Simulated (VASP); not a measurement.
Set up this calculation in VASP 6.6.1, as the native input.

```
Task                   : single point
Functional             : LDA
Potentials or basis    : VASP PAW LDA potentials, release 64 (Hg, Te)
Cutoff                 : 520 eV
k mesh                 : 10 × 10 × 10
Occupations            : fermi-dirac, width 0.08 eV
Spin                   : no spin polarisation
Dipole correction      : no
Further INCAR settings : ALGO = Normal; EDIFF = 1e-06; NBANDS = 16
```

The structure of HgTe lies in POSCAR:

```
HgTe
1.0
    0.0000000000      3.0091450000      2.9215000000
    3.0091450000      0.0000000000      2.9215000000
    3.0091450000      3.0091450000      0.0000000000
Hg Te
1 1
Direct
    0.0000000000      0.0000000000      0.0000000000
    0.5000000000      0.5000000000      0.5000000000
```

This cell differs from its parent crystal: equal xx and yy strain of +3 %.

These files were run (other wordings do the same):

INCAR

```
PREC = Accurate ; ENCUT = 520
EDIFF = 1E-6 ; ISMEAR = -1
SIGMA = 0.08 ; LREAL = False
LASPH = True ; NELM = 60
ALGO = Normal ; ISIF = 2
LWAVE = False ; LCHARG = False
GGA = CA ; NBANDS = 16
```

KPOINTS

```
Automatic mesh
0
Gamma
  10 10 10
```

Potentials or basis: VASP PAW LDA potentials, release 64 (Hg, Te).

Run with:

```console
$ cat potpaw_LDA.64/Hg/POTCAR potpaw_LDA.64/Te/POTCAR > POTCAR
$ mpirun -np 1 vasp_std > vasp.out
```

Results of the run:

The pressure is 0.0 GPa. The band gap on the k mesh is zero (band 9 reaches 5.49 eV, above the bottom of band 10 at 2.40 eV).

Caveat: the cell differs from its parent crystal (equal xx and yy strain of +3 %); spin-orbit coupling is left out, which moves the levels of the heavy elements.

It took 22 s on 1 thread of Intel(R) Xeon(R) 6975P-C (Granite Rapids), on a shared host, peak memory 0.21 GiB.
